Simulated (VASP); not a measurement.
Set up this calculation in VASP 6.6.1, as the native input.

```yaml
Task: single point
Functional: LDA
Potentials_or_basis: VASP PAW LDA potentials, release 64 (Cu, O)
Cutoff: 520 eV
k_mesh: 10 × 10 × 5
Occupations: fermi-dirac, width 0.05 eV
Spin: no spin polarisation
Dipole_correction: no
Further_INCAR_settings: ALGO = Normal; EDIFF = 1e-07; NBANDS = 25
```

The structure of CuO lies in POSCAR:

```
CuO
1.0
    2.2940437287     -1.6763657078      0.0000000000
    2.2940437287      1.6763657078      0.0000000000
   -0.8326750593      0.0000000000      4.9546185987
Cu O
2 2
Direct
    0.5000000000      0.0000000000      0.5000000000
    0.0000000000      0.5000000000      0.0000000000
    0.4184000000      0.5816000000      0.7500000000
    0.5816000000      0.4184000000      0.2500000000
```

One way to write it, as run:

INCAR

```
SYSTEM = CuO
PREC = Accurate ; ENCUT = 520
EDIFF = 1E-7 ; ISMEAR = -1
SIGMA = 0.05 ; LREAL = .FALSE.
LASPH = .TRUE. ; NELM = 100
ALGO = Normal ; ISIF = 2
LWAVE = .FALSE. ; LCHARG = .FALSE.
NBANDS = 25
```

KPOINTS

```
Automatic mesh
0
G
  10 10 5
  0 0 0
```

Potentials or basis: VASP PAW LDA potentials, release 64 (Cu, O).

Command:

```sh
$ cat potpaw_LDA.64/Cu/POTCAR potpaw_LDA.64/O/POTCAR > POTCAR
$ mpirun -np 1 vasp_std > vasp.out
```

It gave:

The pressure is 3.1 GPa. The largest force is 0.218 eV/Å and the band gap on the k mesh is zero (bands 17 and 18 overlap by 0.61 eV).

Caveat: the cell stands under pressure; semilocal functionals often make such compounds metallic where correlation or magnetic order opens a gap, which also shifts bond lengths.

Wall time 82 s on 1 thread of Intel(R) Xeon(R) Platinum 8488C (Sapphire Rapids), on a shared host, peak memory 0.22 GiB.
